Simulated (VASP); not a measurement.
KAgF2, 4 atoms in the cell. It takes space group R-3m (No. 166, trigonal). Conventional cell: a = 3.614 Å, b = 3.614 Å, c = 17.022 Å, α = 90.00°, β = 90.00°, γ = 120.00°. Within 3.7 Å of K (site symmetry -3m) lie 6 F at 2.58 Å and 6 Ag at 3.52 Å and 6 K at 3.61 Å. Ag (site symmetry -3m) has 6 F at 2.47 Å within 3.3 Å. Within 3.4 Å of F (site symmetry 3m) lie 3 Ag at 2.47 Å and 3 K at 2.58 Å and 3 F at 3.35 Å. 

| Quantity | Value |
| --- | --- |
| Program | VASP 6.6.1 |
| Task | single point |
| Functional | r2SCAN |
| Potentials or basis | VASP PAW PBE potentials, release 64 (K_sv, Ag, F) |
| Cutoff | 660 eV |
| k mesh | 6 × 6 × 6 |
| Occupations | gaussian, width 0.01 eV |
| Spin | no spin polarisation |
| Dipole correction | no |
| Further INCAR settings | ALGO = Normal; EDIFF = 1e-06; NBANDS = 25 |

Potentials or basis: VASP PAW PBE potentials, release 64 (K_sv, Ag, F).

Command:

```console
$ cat potpaw_PBE.64/K_sv/POTCAR potpaw_PBE.64/Ag/POTCAR potpaw_PBE.64/F/POTCAR > POTCAR
$ cp INCAR.step1 INCAR
$ mpirun -np 1 vasp_std > vasp.out
$ cp INCAR.step2 INCAR
$ mpirun -np 1 vasp_std > vasp.out
```

Hardware: 1 thread of AMD EPYC 7R43 64-Core Processor (Zen 3) (shared host).

Task: Estimate the wall time of this run.

Result: Run time: 21 min on 1 thread of AMD EPYC 7R43 64-Core Processor (Zen 3), with other jobs on the host, peak memory 0.4 GiB. Counts: k points 32.
